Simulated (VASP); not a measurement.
# BeGa3 (I4/mmm) in VASP: a series of runs, part 2 of 2

VASP 6.6.1.

## (6) Single point, r2SCAN

The input, POSCAR:

```
BeGa3
1.0
   -2.0436200000      2.0436200000      3.7906850000
    2.0436200000     -2.0436200000      3.7906850000
    2.0436200000      2.0436200000     -3.7906850000
Be Ga
1 3
Direct
    0.0000000000      0.0000000000      0.0000000000
    0.7500000000      0.2500000000      0.5000000000
    0.2500000000      0.7500000000      0.5000000000
    0.5000000000      0.5000000000      0.0000000000
```

The input, INCAR.step1:

```
PREC     = Accurate       # precision mode
ENCUT    = 660            # plane-wave cutoff, eV
ISMEAR   = 1              # smearing method
SIGMA    = 0.34           # smearing width, eV
LREAL    = F              # projectors in reciprocal space
LASPH    = T              # aspherical terms in the spheres
NELM     = 120            # most SCF steps
NBANDS   = 28             # bands
GGA      = PE             # functional
ALGO     = Normal         # electronic algorithm
EDIFF    = 1E-5           # SCF threshold, eV
LWAVE    = T              # write WAVECAR
LCHARG   = F              # write CHGCAR
GGA_COMPAT= F
```

The input, INCAR.step2:

```
PREC     = Accurate       # precision mode
ENCUT    = 660            # plane-wave cutoff, eV
EDIFF    = 1E-6           # SCF threshold, eV
ISMEAR   = 1              # smearing method
SIGMA    = 0.34           # smearing width, eV
LREAL    = F              # projectors in reciprocal space
LASPH    = T              # aspherical terms in the spheres
NELM     = 120            # most SCF steps
ALGO     = Normal         # electronic algorithm
ISIF     = 2              # what is computed and relaxed
LWAVE    = F              # write WAVECAR
LCHARG   = F              # write CHGCAR
METAGGA  = R2SCAN         # meta-GGA
LMIXTAU  = T            
NBANDS   = 28             # bands
ISTART   = 1            
GGA_COMPAT= F
```

The input, KPOINTS:

```
regular mesh
0
Gamma
  2 2 2
```

Potentials or basis: VASP PAW PBE potentials, release 64 (Be, Ga_d).

Launch:

```sh
cat potpaw_PBE.64/Be/POTCAR potpaw_PBE.64/Ga_d/POTCAR > POTCAR
cp INCAR.step1 INCAR
mpirun -np 1 vasp_std > vasp.out
cp INCAR.step2 INCAR
mpirun -np 1 vasp_std > vasp.out
```

OUTCAR:

```text
PREC = Accurate
   ENCUT = 660
   EDIFF = 1E-6
   ISMEAR = 1
   LREAL = F
   LASPH = T
   NELM = 120
   ISIF = 2
   METAGGA = R2SCAN
   ISTART = 1

 ion  position               nearest neighbor table
   1  0.000  0.000  0.000-
   2  0.750  0.250  0.500-   4 2.79   4 2.79   4 2.79   4 2.79   3 2.89   3 2.89   3 2.89   3 2.89

   3  0.250  0.750  0.500-   4 2.79   4 2.79   4 2.79   4 2.79   2 2.89   2 2.89   2 2.89   2 2.89

   4  0.500  0.500  0.000-   3 2.79   2 2.79   3 2.79   2 2.79   2 2.79   3 2.79   2 2.79   3 2.79

  LATTYP: Found a body centered tetragonal cell.
 ALAT       =     4.0872400000
 C/A-ratio  =     1.8548874057

  Lattice vectors:

 A1 = (  -2.0436200000,   2.0436200000,   3.7906850000)
 A2 = (   2.0436200000,  -2.0436200000,   3.7906850000)
 A3 = (   2.0436200000,   2.0436200000,  -3.7906850000)

Analysis of symmetry for initial positions (statically):
=====================================================================
 Subroutine PRICEL returns:
 Original cell was already a primitive cell.

 Routine SETGRP: Setting up the symmetry group for a
 body centered tetragonal supercell.

 Subroutine GETGRP returns: Found 16 space group operations
 (whereof 16 operations were pure point group operations)
 out of a pool of 16 trial point group operations.

The static configuration has the point symmetry D_4h.

Analysis of symmetry for dynamics (positions and initial velocities):
=====================================================================
 Subroutine PRICEL returns:
 Original cell was already a primitive cell.

 Routine SETGRP: Setting up the symmetry group for a
 body centered tetragonal supercell.

 Subroutine GETGRP returns: Found 16 space group operations
 (whereof 16 operations were pure point group operations)
 out of a pool of 16 trial point group operations.

The dynamic configuration has the point symmetry D_4h.

 Subroutine INISYM returns: Found 16 space group operations
 (whereof 16 operations are pure point group operations),
 and found     1 'primitive' translations

----------------------------------------------------------------------------------------

                                     Primitive cell

  volume of cell :      63.3254

  direct lattice vectors                    reciprocal lattice vectors
    -2.043620000  2.043620000  3.790685000     0.000000000  0.244663881  0.131902282
     2.043620000 -2.043620000  3.790685000     0.244663881  0.000000000  0.131902282
     2.043620000  2.043620000 -3.790685000     0.244663881  0.244663881  0.000000000

  length of vectors
     4.766766008  4.766766008  4.766766008     0.277954360  0.277954360  0.346006978

  position of ions in fractional coordinates (direct lattice)
     0.000000000  0.000000000  0.000000000
     0.750000000  0.250000000  0.500000000
     0.250000000  0.750000000  0.500000000
     0.500000000  0.500000000  0.000000000

  ion indices of the primitive-cell ions
   primitive index   ion index
                 1           1
                 2           2
                 3           3
                 4           4

----------------------------------------------------------------------------------------

 KPOINTS: regular mesh

Automatic generation of k-mesh.
 Grid dimensions read from file:
 generate k-points for:    2    2    2

 Generating k-lattice:

  Cartesian coordinates                     Fractional coordinates (reciprocal lattice)
     0.000000000  0.122331940  0.065951141     0.500000000 -0.000000000  0.000000000
     0.122331940  0.000000000  0.065951141    -0.000000000  0.500000000  0.000000000
     0.122331940  0.122331940  0.000000000     0.000000000  0.000000000  0.500000000

  Length of vectors
     0.138977180  0.138977180  0.173003489

  Shift w.r.t. Gamma in fractional coordinates (k-lattice)
     0.000000000  0.000000000  0.000000000

 Subroutine IBZKPT returns following result:
 ===========================================

 Found      4 irreducible k-points:

 Following reciprocal coordinates:
            Coordinates               Weight
  0.000000  0.000000  0.000000      1.000000
  0.500000 -0.000000  0.000000      4.000000
  0.500000  0.500000  0.000000      2.000000
  0.500000  0.500000  0.500000      1.000000
   k-points           NKPTS =      4   k-points in BZ     NKDIM =      4   number of bands    NBANDS=     28
   number of dos      NEDOS =    301   number of ions     NIONS =      4
   total plane-waves  NPLWV =  64000
   dimension x,y,z NGX =    40 NGY =   40 NGZ =   40
   dimension x,y,z NGXF=    80 NGYF=   80 NGZF=   80
   ions per type =               1   3
   NGX,Y,Z   is equivalent  to a cutoff of  13.95, 13.95, 13.95 a.u.
   NGXF,Y,Z  is equivalent  to a cutoff of  27.90, 27.90, 27.90 a.u.
 SYSTEM =  unknown system
   PREC   = accura    normal or accurate (medium, high low for compatibility)
   ISTART =      1    job   : 0-new  1-cont  2-samecut
   ICHARG =      0    charge: 1-file 2-atom 10-const
   ISPIN  =      1    spin polarized calculation?
   LNONCOLLINEAR =      F non collinear calculations
   LSORBIT =      F    spin-orbit coupling
   LASPH  =      T    aspherical Exc in radial PAW
   ENCUT  =  660.0 eV  48.51 Ry    6.96 a.u.   9.99  9.99  9.99*2*pi/ulx,y,z
   NELM   =    120;   NELMIN=  2; NELMDL=  0     # of ELM steps
   EDIFF  = 0.1E-05   stopping-criterion for ELM
   LREAL  =      F    real-space projection
   EDIFFG = 0.1E-04   stopping-criterion for IOM
   NSW    =      0    number of steps for IOM
   IBRION =     -1    ionic relax: 0-MD 1-quasi-New 2-CG
   NFREE  =      0    steps in history (QN), initial steepest desc. (CG)
   ISIF   =      2    stress and relaxation
   ISYM   =      2    0-nonsym 1-usesym 2-fastsym
   POTIM  = 0.5000    time-step for ionic-motion
   TEBEG  =    0.0;   TEEND  =   0.0 temperature during run
   PSTRESS=    0.0 pullay stress
   NELECT =      41.0000    total number of electrons
   NUPDOWN=      -1.0000    fix difference up-down
   EMIN   =  10.00;   EMAX   =-10.00  energy-range for DOS
   EFERMI =   0.00;   METHOD = LEGACY
   ISMEAR =     1;   SIGMA  =   0.34  broadening in eV -4-tet -1-fermi 0-gaus
   EFERMI_NEDOS =   21; number of points for ismear=-14 and -15
   IALGO  =     38    algorithm
   IMIX   =      4    mixing-type and parameters
     AMIX     =   0.40;   BMIX     =  1.00
     AMIX_MAG =   1.60;   BMIX_MAG =  1.00
  volume/ion in A,a.u.               =      15.83       106.84
  Fermi-wavevector in a.u.,A,eV,Ry     =   1.416262  2.676346 27.290521  2.005797
  Thomas-Fermi vector in A             =   2.537614
   LORBIT       =      0    0 simple, 1 ext, 2 COOP (PROOUT), +10 PAW based schemes
   METAGGA = R2SCAN    functional components
   LHFCALC =     F    Hartree Fock is set to
   AEXX    =    0.0000 exact exchange contribution
   IVDW    =     0    specifies the selected vdW correction
   LEPSILON=     F    determine dielectric tensor
   LRPA    =     F    only Hartree local field effects (RPA)
 non-spin polarized calculation
 Methfessel and Paxton  Order N= 1 SIGMA  =   0.34
  energy-cutoff  :      660.00
  volume of cell :       63.33
 maximum number of plane-waves:      2442
 NGX is ok and might be reduce to    40
   NGX = 19   NGY = 19   NGZ = 19

 number of electron      40.9999991 magnetization

 Free energy of the ion-electron system (eV)
  ---------------------------------------------------
  ext. energy  EPLUGINS =         0.00000000
  ---------------------------------------------------
  free energy    TOTEN  =       -36.12055480 eV

  energy without entropy =      -36.05877542  energy(sigma->0) =      -36.09996167

 E-fermi :   6.0631     XC(G=0): -12.1928

 val. band max:        6.0516011215   @ k =   0.5000  -0.0000   0.0000
 cond. band min:       6.2461676634   @ k =   0.5000  -0.0000   0.0000
 fundamental gap:      0.1945665418
 Fermi energy:         6.0631276444

 k-point     1 :       0.0000    0.0000    0.0000
  band No.  band energies     occupation
      1      -9.5798      2.00000
      2      -9.5421      2.00000
      3      -9.4890      2.00000
      4      -9.4333      2.00000
      5      -9.4333      2.00000
      6      -9.4193      2.00000
[... 20 lines left out ...]
     27      11.0993     -0.00000
[... 71 lines left out ...]
      6      -9.4254      2.00000
[... 20 lines left out ...]
     27      14.0461      0.00000
     28      14.3709      0.00000

------------------------ aborting loop because EDIFF is reached ----------------------------------------

  FORCE on cell =-STRESS in cart. coord.  units (eV):
  Direction    XX          YY          ZZ          XY          YZ          ZX
  --------------------------------------------------------------------------------------
  -------------------------------------------------------------------------------------
  Total       -2.3678333     -2.3678333      6.1852158      0.0000000      0.0000000     -0.0000000
  in kB      -59.9078487    -59.9078487    156.4903149      0.0000000      0.0000000     -0.0000000
  external PRESSURE =      12.2248725 kB  Pullay stress =       0.0000000 kB

 VOLUME and BASIS-vectors are now :
 -----------------------------------------------------------------------------
  energy-cutoff  :      660.00
  volume of cell :       63.33
      direct lattice vectors                 reciprocal lattice vectors
    -2.043620000  2.043620000  3.790685000     0.000000000  0.244663881  0.131902282
     2.043620000 -2.043620000  3.790685000     0.244663881  0.000000000  0.131902282
     2.043620000  2.043620000 -3.790685000     0.244663881  0.244663881  0.000000000

 POSITION                                       TOTAL-FORCE (eV/Angst)
 -----------------------------------------------------------------------------------
      0.00000      0.00000      0.00000         0.000000     -0.000000     -0.000000
      0.00000      2.04362      1.89534        -0.000000      0.000000     -0.000000
      2.04362      0.00000      1.89534        -0.000000      0.000000      0.000000
      0.00000      0.00000      3.79068         0.000000     -0.000000     -0.000000
 -----------------------------------------------------------------------------------
    total drift:                               -0.000000     -0.000000      0.000000

  FREE ENERGIE OF THE ION-ELECTRON SYSTEM (eV)
  ---------------------------------------------------
  free  energy   TOTEN  =       -36.1205548011 eV

  energy  without entropy=      -36.0587754188  energy(sigma->0) =      -36.09996167
```

It took 2.3 min on 1 thread of AMD EPYC 7R13, shared host; peak memory 0.26 GiB.

What came out:

```yaml
Free_energy: -36.1206 eV
Pressure: 1.2 GPa
Band_gap_on_the_k_mesh: zero (an odd number of electrons rules out a gap without spin polarisation)
```

Stress tensor (GPa, compression positive):
```
-5.99  0.00  0.00
 0.00 -5.99  0.00
 0.00  0.00 15.65
```

Levels at points of the mesh, in eV from the Fermi level:
```
           k point  band 17  band 18  band 19  band 20  band 21  band 22  band 23  band 24  band 25  band 26
(0.00, 0.00, 0.00)    -2.10    -0.62    -0.44    -0.36    -0.36    -0.07    -0.07     1.45     1.50     1.94
(0.50, 0.00, 0.00)    -8.70    -3.65    -3.12    -0.01     0.18     0.74     1.48     5.44     5.60     5.92
(0.50, 0.50, 0.00)    -7.26    -5.05    -4.65    -4.45    -3.24     2.99     3.14     4.06     4.85     9.15
(0.50, 0.50, 0.50)    -8.94    -3.30    -3.30    -2.25    -0.73     5.77     6.60     6.60     6.65     7.98
```

Caveat: the k points lie up to 0.87 Å⁻¹ apart, too coarse for converged energies and pressures of a metal; so wide a smearing shifts energies and pressures; the PAW data sets were made with another functional, which shifts forces and pressure a little.

## (7) Overview

```tsv
level	potentials or basis	k mesh	cutoff (eV)	smearing	gap on the mesh (eV)	pressure (GPa)
PBE	VASP PAW PBE potentials, release 64 (Be, Ga_d)	2 × 2 × 2	600	gaussian 0.1 eV	none	3.5
LDA	VASP PAW LDA potentials, release 64 (Be, Ga_d)	2 × 2 × 2	600	gaussian 0.1 eV	none	-1.9
PBE	VASP PAW PBE potentials, release 64 (Be, Ga_d)	2 × 2 × 2, shifted	600	gaussian 0.1 eV	none	1.6
r2SCAN	VASP PAW PBE potentials, release 64 (Be, Ga_d)	2 × 2 × 2	660	methfessel-paxton 0.34 eV	none	1.2
```

Alike in all rows: task single point; no spin polarisation; cell as given.

Caveats: all runs use coarse meshes; so wide a smearing shifts energies and pressures (at least some runs); the PAW data sets were made with another functional, which shifts forces and pressure a little (at least some runs).

Total energies depend on the potentials used, so only differences within one code and one set of settings carry meaning.

The gap in the log of VASP goes by the Fermi energy; the results here count the filled bands.